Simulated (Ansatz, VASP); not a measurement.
## GaN in VASP and in Ansatz

Contents of POSCAR:

```
GaN
1.0
    0.0000000000      2.1180463582      2.1180463582
    2.1180463582      0.0000000000      2.1180463582
    2.2034557582      2.2034557582     -0.0854094000
Ga N
1 1
Direct
    0.0000000000      0.0000000000      0.0000000000
    0.5000000000      0.5000000000      0.5000000000
```

INCAR.step1

```
PREC = Accurate
ENCUT = 520
ISMEAR = 0
SIGMA = 0.02
LREAL = F
LASPH = T
NELM = 60
NBANDS = 16
GGA = PE
ALGO = Normal
EDIFF = 1E-4
LWAVE = T
LCHARG = F
```

File INCAR.step2:

```
PREC = Accurate
ENCUT = 520
EDIFF = 1E-6
ISMEAR = 0
SIGMA = 0.02
LREAL = F
LASPH = T
NELM = 60
ALGO = Normal
ISIF = 2
LWAVE = F
LCHARG = T
METAGGA = R2SCAN
LMIXTAU = T
LELF = T
LVHAR = T
NBANDS = 16
ISTART = 1
```

File KPOINTS:

```
Automatic mesh
0
Gamma
  12 12 12
```

Input for Ansatz:

```yaml
crystal:
  lattice:
    - [0.0, 2.1180463582, 2.1180463582]
    - [2.1180463582, 0.0, 2.1180463582]
    - [2.2034557582, 2.2034557582, -0.0854094]
  atoms:
    - { symbol: Ga, position: [0.0, 0.0, 0.0] }
    - { symbol: "N", position: [0.5, 0.5, 0.5] }
basis:
  ecutwfc: 500
kpoints:
  mp_grid: { grid: [12, 12, 12] }
hamiltonian:
  xc: r2scan
scf:
  occupations: { method: gaussian, width: 0.02 }
output:
  forces: true
  stress: true
  eigenvalues: true
```

Alike in both runs: task single point; functional r2SCAN; k mesh 12 × 12 × 12; occupations gaussian, width 0.02 eV; no spin polarisation.

```csv
,VASP,Ansatz
version,VASP 6.6.1,Ansatz 0.2.0
potentials or method,"VASP PAW PBE potentials, release 64 (Ga_d, N), cutoff 520 eV","scalar-relativistic, plane waves, PAW"
valence electrons in the cell,18,18
```

|  | VASP | Ansatz | Ansatz less VASP |
| --- | --- | --- | --- |
| gap on the k mesh at the Fermi level (eV) | 0.43 | 0.45 | +0.018 |
| least direct gap on the mesh (eV) | 2.11 | 2.09 | -0.026 |
| pressure (GPa) | -13.9 | -14.7 | -0.85 |
| traceless stress, the component that is largest in VASP (GPa) | -8.77 | -8.80 | -0.029 |

VASP's potentials were made for PBE, not for r2SCAN. With one functional, cell and mesh, what is left measures potentials, basis and numerics.
